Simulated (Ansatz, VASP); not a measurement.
# One calculation of Au, two programs

File INCAR:

```
SYSTEM = Au
PREC = Accurate ; ENCUT = 520
EDIFF = 1E-7 ; ISMEAR = -1
SIGMA = 0.03 ; LREAL = .False.
LASPH = .True. ; NELM = 100
ALGO = Normal ; ISIF = 2
LWAVE = .False. ; LCHARG = .False.
GGA = PE ; NBANDS = 18
```

File KPOINTS:

```
Automatic mesh
0
Gamma
  14 14 8
  0 0 0
```

Contents of POSCAR:

```
Au
1.0
    2.8709984263      0.0000000000      0.0000000000
   -1.4354992132      2.4863575715      0.0000000000
    0.0000000000      0.0000000000      4.8800000000
Au
2
Direct
    0.3333333333      0.6666666667      0.7500000000
    0.6666666667      0.3333333333      0.2500000000
```

Input for Ansatz:

```yaml
crystal:
  lattice:
    - [2.8709984263, 0.0, 0.0]
    - [-1.4354992132, 2.4863575715, 0.0]
    - [0.0, 0.0, 4.88]
  atoms:
    - { symbol: Au, position: [0.3333333333, 0.6666666667, 0.75] }
    - { symbol: Au, position: [0.6666666667, 0.3333333333, 0.25] }
kpoints:
  mp_grid: { grid: [14, 14, 8] }
  band_path:
    path:
      - [0.0, 0.0, 0.0]
      - [0.5, 0.0, 0.0]
      - [0.3333333333, 0.3333333333, 0.0]
      - [0.0, 0.0, 0.0]
      - [0.0, 0.0, 0.5]
      - [0.5, 0.0, 0.5]
      - [0.3333333333, 0.3333333333, 0.5]
      - [0.0, 0.0, 0.5]
      - [0.5, 0.0, 0.5]
    npoints: 5
scf:
  occupations: { method: fermi_dirac, width: 0.03 }
hamiltonian:
  xc: pbe
  pseudopotentials: { kind: all_electron, lapw: { basis_error: 0.0005 } }
output:
  forces: true
  stress: true
  eigenvalues: true
```

Change from the starting cell: equal xx and yy strain of -1 %.

Alike in both runs: task single point; functional PBE; k mesh 14 × 14 × 8; occupations fermi-dirac, width 0.03 eV; no spin polarisation.

|  | VASP | Ansatz |
| --- | --- | --- |
| version | VASP 6.6.1 | Ansatz 0.2.0 |
| potentials or method | VASP PAW PBE potentials, release 64 (Au), cutoff 520 eV | all-electron LAPW, scalar-relativistic |

Ansatz gave:

| Item | Value |
| --- | --- |
| pressure (GPa) | 5.2 |
| traceless stress, the component that is largest in VASP (GPa) | -0.78 |

Problem. What did VASP give for the same quantities?

Solution. Pressure (GPa): 5.0; traceless stress, the component that is largest in VASP (GPa): -0.78.

Ansatz ran all-electron here, and VASP with PAW potentials.

Spin-orbit coupling is off throughout.
